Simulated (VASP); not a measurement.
# TiTe2 (P-3m1) in VASP: further runs

Runs on TiTe2. Level: PBE+U. Tasks: single point.

All numbers are computed with VASP 6.6.1; they aren't measurements. Logs are shortened: lines on timing, memory, paths and dates and some standing lists are left out, and cuts for length are marked.

## 1. The cell of the first run

The structure is trigonal, space group P-3m1 (No. 164). Conventional cell: a = 4.006 Å, b = 4.006 Å, c = 7.508 Å, α = 90.00°, β = 90.00°, γ = 120.00°. Within 3.8 Å of Te (site symmetry 3m) lie 3 Ti at 2.85 Å. Within 3.8 Å of Ti (site symmetry -3m) lie 6 Te at 2.85 Å.

## 2. Single point, PBE+U

File INCAR:

```
PREC     = Accurate       # precision mode
ENCUT    = 520            # plane-wave cutoff, eV
EDIFF    = 1E-7           # SCF threshold, eV
ISMEAR   = -1             # smearing method
SIGMA    = 0.05           # smearing width, eV
LREAL    = F              # projectors in reciprocal space
LASPH    = T              # aspherical terms in the spheres
NELM     = 150            # most SCF steps
ALGO     = Normal         # electronic algorithm
ISIF     = 2              # what is computed and relaxed
LWAVE    = F              # write WAVECAR
LCHARG   = F              # write CHGCAR
LMAXMIX  = 4              # l up to which the mixer works
LDAU     = T              # DFT+U
LDAUTYPE = 2            
LDAUL    = -1 2           # shell
LDAUU    = 0 5            # U, eV
LDAUJ    = 0 0          
LDAUPRINT= 1            
GGA      = PE             # functional
NBANDS   = 19             # bands
```

File KPOINTS:

```
regular mesh
0
Gamma
  8 8 4
```

File POSCAR:

```
TiTe2
1.0
    4.0064880497      0.0000000000      0.0000000000
   -2.0032440248      3.4697204310      0.0000000000
    0.0000000000      0.0000000000      7.5080169452
Te Ti
2 1
Direct
    0.3333333333      0.6666666667      0.7785972941
    0.6666666667      0.3333333333      0.2214027059
    0.0000000000      0.0000000000      0.0000000000
```

Potentials or basis: VASP PAW PBE potentials, release 64 (Te, Ti_sv).

Launch:

```console
$ cat potpaw_PBE.64/Te/POTCAR potpaw_PBE.64/Ti_sv/POTCAR > POTCAR
$ mpirun -np 1 vasp_std > vasp.out
```

OUTCAR:

```text
PREC = Accurate
   ENCUT = 520
   EDIFF = 1E-7
   ISMEAR = -1
   LREAL = F
   LASPH = T
   NELM = 150
   ISIF = 2
   GGA = PE

 ion  position               nearest neighbor table
   1  0.333  0.667  0.779-   3 2.85   3 2.85   3 2.85
   2  0.667  0.333  0.221-   3 2.85   3 2.85   3 2.85
   3  0.000  0.000  0.000-   1 2.85   2 2.85   1 2.85   2 2.85   2 2.85   1 2.85

  LATTYP: Found a hexagonal cell.
 ALAT       =     4.0064880497
 C/A-ratio  =     1.8739646424

  Lattice vectors:

 A1 = (   4.0064880497,   0.0000000000,   0.0000000000)
 A2 = (  -2.0032440248,   3.4697204310,   0.0000000000)
 A3 = (   0.0000000000,   0.0000000000,   7.5080169452)

Analysis of symmetry for initial positions (statically):
=====================================================================
 Subroutine PRICEL returns:
 Original cell was already a primitive cell.

 Routine SETGRP: Setting up the symmetry group for a
 hexagonal supercell.

 Subroutine GETGRP returns: Found 12 space group operations
 (whereof 12 operations were pure point group operations)
 out of a pool of 24 trial point group operations.

The static configuration has the point symmetry D_3d.

Analysis of symmetry for dynamics (positions and initial velocities):
=====================================================================
 Subroutine PRICEL returns:
 Original cell was already a primitive cell.

 Routine SETGRP: Setting up the symmetry group for a
 hexagonal supercell.

 Subroutine GETGRP returns: Found 12 space group operations
 (whereof 12 operations were pure point group operations)
 out of a pool of 24 trial point group operations.

The dynamic configuration has the point symmetry D_3d.

 Subroutine INISYM returns: Found 12 space group operations
 (whereof 12 operations are pure point group operations),
 and found     1 'primitive' translations

----------------------------------------------------------------------------------------

                                     Primitive cell

  volume of cell :     104.3719

  direct lattice vectors                    reciprocal lattice vectors
     4.006488050  0.000000000  0.000000000     0.249595154  0.144103829  0.000000000
    -2.003244025  3.469720431  0.000000000     0.000000000  0.288207658  0.000000000
     0.000000000  0.000000000  7.508016945     0.000000000  0.000000000  0.133190962

  length of vectors
     4.006488050  4.006488050  7.508016945     0.288207658  0.288207658  0.133190962

  position of ions in fractional coordinates (direct lattice)
     0.333333333  0.666666667  0.778597294
     0.666666667  0.333333333  0.221402706
     0.000000000  0.000000000  0.000000000

  ion indices of the primitive-cell ions
   primitive index   ion index
                 1           1
                 2           2
                 3           3

----------------------------------------------------------------------------------------

 KPOINTS: regular mesh

Automatic generation of k-mesh.
 Grid dimensions read from file:
 generate k-points for:    8    8    4

 Generating k-lattice:

  Cartesian coordinates                     Fractional coordinates (reciprocal lattice)
     0.031199394  0.018012979  0.000000000     0.125000000  0.000000000  0.000000000
     0.000000000  0.036025957  0.000000000     0.000000000  0.125000000  0.000000000
     0.000000000  0.000000000  0.033297741     0.000000000  0.000000000  0.250000000

  Length of vectors
     0.036025957  0.036025957  0.033297741

  Shift w.r.t. Gamma in fractional coordinates (k-lattice)
     0.000000000  0.000000000  0.000000000

 Subroutine IBZKPT returns following result:
 ===========================================

 Found     35 irreducible k-points:

 Following reciprocal coordinates:
            Coordinates               Weight
  0.000000  0.000000  0.000000      1.000000
  0.125000 -0.000000  0.000000      6.000000
  0.250000 -0.000000  0.000000      6.000000
  0.375000 -0.000000  0.000000      6.000000
  0.500000 -0.000000  0.000000      3.000000
  0.125000  0.125000  0.000000      6.000000
[... 16 lines left out ...]
 -0.125000  0.500000  0.250000     12.000000
  0.250000  0.250000  0.250000     12.000000
 [... further k-points ...]
   k-points           NKPTS =     35   k-points in BZ     NKDIM =     35   number of bands    NBANDS=     19
   number of dos      NEDOS =    301   number of ions     NIONS =      3
   total plane-waves  NPLWV =  50400
   dimension x,y,z NGX =    30 NGY =   30 NGZ =   56
   dimension x,y,z NGXF=    60 NGYF=   60 NGZF=  112
   ions per type =               2   1
   NGX,Y,Z   is equivalent  to a cutoff of  12.45, 12.45, 12.40 a.u.
   NGXF,Y,Z  is equivalent  to a cutoff of  24.90, 24.90, 24.80 a.u.
 SYSTEM =  unknown system
   PREC   = accura    normal or accurate (medium, high low for compatibility)
   ISTART =      0    job   : 0-new  1-cont  2-samecut
   ICHARG =      2    charge: 1-file 2-atom 10-const
   ISPIN  =      1    spin polarized calculation?
   LNONCOLLINEAR =      F non collinear calculations
   LSORBIT =      F    spin-orbit coupling
   LASPH  =      T    aspherical Exc in radial PAW
   ENCUT  =  520.0 eV  38.22 Ry    6.18 a.u.   7.45  7.45 13.96*2*pi/ulx,y,z
   NELM   =    150;   NELMIN=  2; NELMDL= -5     # of ELM steps
   EDIFF  = 0.1E-06   stopping-criterion for ELM
   LREAL  =      F    real-space projection
   EDIFFG = 0.1E-05   stopping-criterion for IOM
   NSW    =      0    number of steps for IOM
   IBRION =     -1    ionic relax: 0-MD 1-quasi-New 2-CG
   NFREE  =      0    steps in history (QN), initial steepest desc. (CG)
   ISIF   =      2    stress and relaxation
   ISYM   =      2    0-nonsym 1-usesym 2-fastsym
   POTIM  = 0.5000    time-step for ionic-motion
   TEBEG  =    0.0;   TEEND  =   0.0 temperature during run
   PSTRESS=    0.0 pullay stress
   NELECT =      24.0000    total number of electrons
   NUPDOWN=      -1.0000    fix difference up-down
   EMIN   =  10.00;   EMAX   =-10.00  energy-range for DOS
   EFERMI =   0.00;   METHOD = LEGACY
   ISMEAR =    -1;   SIGMA  =   0.05  broadening in eV -4-tet -1-fermi 0-gaus
   EFERMI_NEDOS =   21; number of points for ismear=-14 and -15
   IALGO  =     38    algorithm
   IMIX   =      4    mixing-type and parameters
     AMIX     =   0.40;   BMIX     =  1.00
     AMIX_MAG =   1.60;   BMIX_MAG =  1.00
  volume/ion in A,a.u.               =      34.79       234.78
  Fermi-wavevector in a.u.,A,eV,Ry     =   1.002961  1.895321 13.686519  1.005931
  Thomas-Fermi vector in A             =   2.135482
   LORBIT       =      0    0 simple, 1 ext, 2 COOP (PROOUT), +10 PAW based schemes
 LDA+U is selected, type is set to LDAUTYPE =  2
   angular momentum for each species LDAUL =    -1    2
   U (eV)           for each species LDAUU =   0.0  5.0
   J (eV)           for each species LDAUJ =   0.0  0.0
   GGA     = PE    functional components
   LHFCALC =     F    Hartree Fock is set to
   AEXX    =    0.0000 exact exchange contribution
   IVDW    =     0    specifies the selected vdW correction
   LEPSILON=     F    determine dielectric tensor
   LRPA    =     F    only Hartree local field effects (RPA)
 non-spin polarized calculation
  energy-cutoff  :      520.00
  volume of cell :      104.37
 maximum number of plane-waves:      2848
 NGX is ok and might be reduce to    30
   NGX = 15   NGY = 15   NGZ = 27

atom =   3  type =  2  l = 2

 onsite density matrix

spin component  1

  0.1328 -0.0000 -0.0000  0.1108 -0.0000
 -0.0000  0.2450  0.0000  0.0000  0.1108
 -0.0000  0.0000  0.0499 -0.0000  0.0000
  0.1108  0.0000 -0.0000  0.2450  0.0000
 -0.0000  0.1108  0.0000  0.0000  0.1328

spin component  2

  0.1328 -0.0000 -0.0000  0.1108 -0.0000
 -0.0000  0.2450  0.0000  0.0000  0.1108
 -0.0000  0.0000  0.0499 -0.0000  0.0000
  0.1108  0.0000 -0.0000  0.2450  0.0000
 -0.0000  0.1108  0.0000  0.0000  0.1328

 occupancies and eigenvectors

  o =  0.0499  v = -0.0000 -0.0000 -1.0000  0.0000  0.0000  0.0000  0.0000  0.0000  0.0000  0.0000      0.0000  0.0000  0.0000  0.0000  0.0000  0.0000  0.0000  0.0000  0.0000  0.0000
  o =  0.0499  v =  0.0000  0.0000  0.0000  0.0000  0.0000 -0.0000 -0.0000 -1.0000  0.0000  0.0000      0.0000  0.0000  0.0000  0.0000  0.0000  0.0000  0.0000  0.0000  0.0000  0.0000
  o =  0.0647  v = -0.6086 -0.3664  0.0000  0.3741  0.5961  0.0000  0.0000  0.0000  0.0000  0.0000      0.0000  0.0000  0.0000  0.0000  0.0000  0.0000  0.0000  0.0000  0.0000  0.0000
  o =  0.0647  v =  0.0000  0.0000  0.0000  0.0000  0.0000 -0.6086 -0.3664  0.0000  0.3741  0.5961      0.0000  0.0000  0.0000  0.0000  0.0000  0.0000  0.0000  0.0000  0.0000  0.0000
  o =  0.0647  v =  0.0000  0.0000  0.0000  0.0000  0.0000 -0.5961  0.3741  0.0000  0.3664 -0.6086      0.0000  0.0000  0.0000  0.0000  0.0000  0.0000  0.0000  0.0000  0.0000  0.0000
  o =  0.0647  v = -0.5961  0.3741  0.0000  0.3664 -0.6086  0.0000  0.0000  0.0000  0.0000  0.0000      0.0000  0.0000  0.0000  0.0000  0.0000  0.0000  0.0000  0.0000  0.0000  0.0000
  o =  0.3131  v =  0.0000  0.0000  0.0000  0.0000  0.0000 -0.3741  0.5962  0.0000 -0.6086  0.3664      0.0000  0.0000  0.0000  0.0000  0.0000  0.0000  0.0000  0.0000  0.0000  0.0000
  o =  0.3131  v = -0.3741  0.5962  0.0000 -0.6086  0.3664  0.0000  0.0000  0.0000  0.0000  0.0000      0.0000  0.0000  0.0000  0.0000  0.0000  0.0000  0.0000  0.0000  0.0000  0.0000
  o =  0.3131  v =  0.3664  0.6086 -0.0000  0.5962  0.3741  0.0000  0.0000  0.0000  0.0000  0.0000      0.0000  0.0000  0.0000  0.0000  0.0000  0.0000  0.0000  0.0000  0.0000  0.0000
  o =  0.3131  v =  0.0000  0.0000  0.0000  0.0000  0.0000  0.3664  0.6086 -0.0000  0.5962  0.3741      0.0000  0.0000  0.0000  0.0000  0.0000  0.0000  0.0000  0.0000  0.0000  0.0000

 number of electron      23.9999997 magnetization

 Free energy of the ion-electron system (eV)
  ---------------------------------------------------
  ext. energy  EPLUGINS =         0.00000000
  ---------------------------------------------------
  free energy    TOTEN  =       -12.80584017 eV

  energy without entropy =      -12.79823066  energy(sigma->0) =      -12.80203541

 E-fermi :   4.5893     XC(G=0):  -8.4613

 val. band max:        4.0609595914   @ k =   0.1250  -0.0000   0.2500
 cond. band min:       4.6040516489   @ k =   0.0000   0.0000   0.5000
 fundamental gap:      0.5430920575
 Fermi energy:         4.5892785694

 k-point     1 :       0.0000    0.0000    0.0000
  band No.  band energies     occupation
      1     -55.0437      2.00000
      2     -31.2240      2.00000
      3     -31.2240      2.00000
      4     -31.1641      2.00000
      5      -7.4614      2.00000
      6      -6.4498      2.00000
[... 11 lines left out ...]
     18       8.5851      0.00000
     19       8.7832      0.00000
[... 489 lines left out ...]
      3     -31.2315      2.00000
      4     -31.1604      2.00000
      5      -6.2767      2.00000
      6      -6.0301      2.00000
[... 11 lines left out ...]
     18       9.2838      0.00000
     19       9.8195      0.00000

 [... further k-points ...]
[... 5 lines left out ...]
  --------------------------------------------------------------------------------------
  -------------------------------------------------------------------------------------
  Total       -1.3826588     -1.3826588     -0.1620038     -0.0000000     -0.0000000     -0.0000000
  in kB      -21.2247229    -21.2247229     -2.4868656     -0.0000000     -0.0000000     -0.0000000
  external PRESSURE =     -14.9787705 kB  Pullay stress =       0.0000000 kB

 VOLUME and BASIS-vectors are now :
 -----------------------------------------------------------------------------
  energy-cutoff  :      520.00
  volume of cell :      104.37
      direct lattice vectors                 reciprocal lattice vectors
     4.006488050  0.000000000  0.000000000     0.249595154  0.144103829  0.000000000
    -2.003244025  3.469720431  0.000000000     0.000000000  0.288207658  0.000000000
     0.000000000  0.000000000  7.508016945     0.000000000  0.000000000  0.133190962

 POSITION                                       TOTAL-FORCE (eV/Angst)
 -----------------------------------------------------------------------------------
     -0.00000      2.31315      5.84572        -0.000000     -0.000000      0.025405
      2.00324      1.15657      1.66230        -0.000000      0.000000     -0.025405
      0.00000      0.00000      0.00000         0.000000      0.000000      0.000000
 -----------------------------------------------------------------------------------
    total drift:                                0.000000     -0.000000     -0.000000

  FREE ENERGIE OF THE ION-ELECTRON SYSTEM (eV)
  ---------------------------------------------------
  free  energy   TOTEN  =       -12.8058401688 eV

  energy  without entropy=      -12.7982306560  energy(sigma->0) =      -12.80203541
```

Run time: 42 s. Hardware: 1 thread of Intel Xeon 6975P-C (Granite Rapids), shared host; peak memory 0.24 GiB.

Results:

```yaml
Free_energy: -12.8058 eV
Pressure: -1.5 GPa
Largest_force: 0.025 eV/Å
Band_gap_on_the_k_mesh: zero (band 12 reaches 4.64 eV, above the bottom of band 13 at 4.62 eV)
```

Forces in eV/Å, atoms in the order of the input:
```
Te   0.000  0.000  0.025
Te   0.000  0.000 -0.025
Ti   0.000  0.000  0.000
```

Levels at points of the mesh, in eV from the Fermi level:
```
           k point  band 10  band 11  band 12  band 13  band 14  band 15
(0.00, 0.00, 0.00)    -0.69     0.05     0.05     0.33     0.33     0.76
(0.50, 0.00, 0.00)    -2.36    -2.27    -1.61     0.08     1.00     1.24
(0.00, 0.00, 0.50)    -1.87     0.01     0.01     0.33     0.33     0.97
(0.50, 0.00, 0.50)    -2.39    -1.79    -1.54     0.03     0.99     1.25
```

Eigenvalues of the final occupation matrices:
| site | spin | trace | eigenvalues |
| --- | --- | --- | --- |
| site 3 d | 1 | 0.81 | 0.05 0.06 0.06 0.31 0.31 |
| site 3 d | 2 | 0.81 | 0.05 0.06 0.06 0.31 0.31 |

Caveat: spin-orbit coupling is left out, which moves the levels of the heavy elements; this functional lacks dispersion, which binds the layers, so the pressure and a relaxed spacing across them are unreliable; U without spin polarisation on a metal has little footing; the U is typed as a test and isn't derived for this compound.

## 3. Single point, PBE+U

This run uses another cell than the first one, of 35.62 Å³/atom, 1.024 times its volume.

File INCAR:

```
SYSTEM = TiTe2
  PREC = Accurate
  ENCUT = 520
  EDIFF = 1E-6
  ISMEAR = -1
  SIGMA = 0.05
  LREAL = .False.
  LASPH = .True.
  NELM = 150
  ALGO = Normal
  ISIF = 2
  LWAVE = .False.
  LCHARG = .False.
  LMAXMIX = 4
  LDAU = .True.
  LDAUTYPE = 2
  LDAUL = -1 2
  LDAUU = 0 6
  LDAUJ = 0 0
  LDAUPRINT = 1
  GGA = PE
  NBANDS = 19
```

File KPOINTS:

```
regular mesh
0
Gamma
  8 8 4
  0 0 0
```

File POSCAR:

```
TiTe2
1.0
    4.0427074341      0.0000000000      0.0000000000
   -2.0213537170      3.5010873380      0.0000000000
    0.0000000000      0.0000000000      7.5489009357
Te Ti
2 1
Direct
    0.3333333333      0.6666666667      0.7805162710
    0.6666666667      0.3333333333      0.2194837290
    0.0000000000      0.0000000000      0.0000000000
```

Potentials or basis: VASP PAW PBE potentials, release 64 (Te, Ti_sv).

Launch:

```console
$ cat potpaw_PBE.64/Te/POTCAR potpaw_PBE.64/Ti_sv/POTCAR > POTCAR
$ mpirun -np 1 vasp_std > vasp.out
```

It took 46 s on 1 thread of Intel Xeon 6975P-C (Granite Rapids), shared host; peak memory 0.25 GiB.

It converged, with:

```
Free energy            : -12.1964 eV
Pressure               : -1.6 GPa
Largest force          : 0.071 eV/Å
Band gap on the k mesh : 0.21 eV, indirect (least direct gap 0.50 eV)
```

Forces in eV/Å, atoms in the order of the input:
```
Te   0.000  0.000  0.071
Te   0.000  0.000 -0.071
Ti   0.000  0.000  0.000
```

Stress tensor (GPa, compression positive):
```
-2.16  0.00  0.00
 0.00 -2.16  0.00
 0.00  0.00 -0.45
```

Levels at points of the mesh, in eV from the valence-band top:
```csv
k point,band 9,band 10,band 11,band 12,band 13,band 14,band 15,band 16
"(0.00, 0.00, 0.00)",-2.36,-0.65,0.00,0.00,0.50,0.50,0.97,2.35
"(0.50, 0.00, 0.00)",-2.36,-2.35,-2.20,-1.64,0.24,1.14,1.33,2.00
"(0.00, 0.00, 0.50)",-2.36,-1.77,-0.03,-0.03,0.51,0.51,1.15,2.40
"(0.50, 0.00, 0.50)",-2.39,-2.37,-1.76,-1.57,0.21,1.12,1.38,2.15
```

Eigenvalues of the final occupation matrices:
```tsv
site	spin	trace	eigenvalues
site 3 d	1	0.78	0.04 0.05 0.05 0.32 0.32
site 3 d	2	0.78	0.04 0.05 0.05 0.32 0.32
```

Caveat: spin-orbit coupling is left out, which moves the levels of the heavy elements; this functional lacks dispersion, which binds the layers, so the pressure and a relaxed spacing across them are unreliable; the U is typed as a test and isn't derived for this compound. A k mesh can miss the band edges.

[end of part 1 of 2]
